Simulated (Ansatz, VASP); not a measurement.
**Two plane-wave programs on GaSb3**

```
CELL_PARAMETERS angstrom
3.02174 -3.16845 0.00000
3.02174 3.16845 0.00000
0.00000 0.00000 5.64442
ATOMIC_POSITIONS crystal
Ga 0.50000 0.50000 0.00000
Sb 0.75044 0.24956 0.50000
Sb 0.24956 0.75044 0.50000
Sb 0.00000 0.00000 0.00000
```

Alike in both runs: task single point; functional PBE; k mesh 10 × 10 × 8; occupations gaussian, width 0.1 eV; no spin polarisation.

|  | VASP | Ansatz |
| --- | --- | --- |
| version | VASP 6.6.1 | Ansatz 0.2.0 |
| potentials or method | VASP PAW PBE potentials, release 64 (Ga_d, Sb), cutoff 520 eV | scalar-relativistic, plane waves, PAW |
| valence electrons in the cell | 28 | 58 |

```tsv
	VASP	Ansatz	Ansatz less VASP
gap on the k mesh at the Fermi level (eV)	none	none	-
pressure (GPa)	0.0	0.0	+0.03
```

A gap of «none» marks a metal or a gap that the smearing closes. With one functional, cell and mesh, what is left measures potentials, basis and numerics. VASP's potentials hold 28 valence electrons a cell and Ansatz's 58, so a difference there can come from the potentials and not from the codes.

Spin-orbit coupling is off throughout.
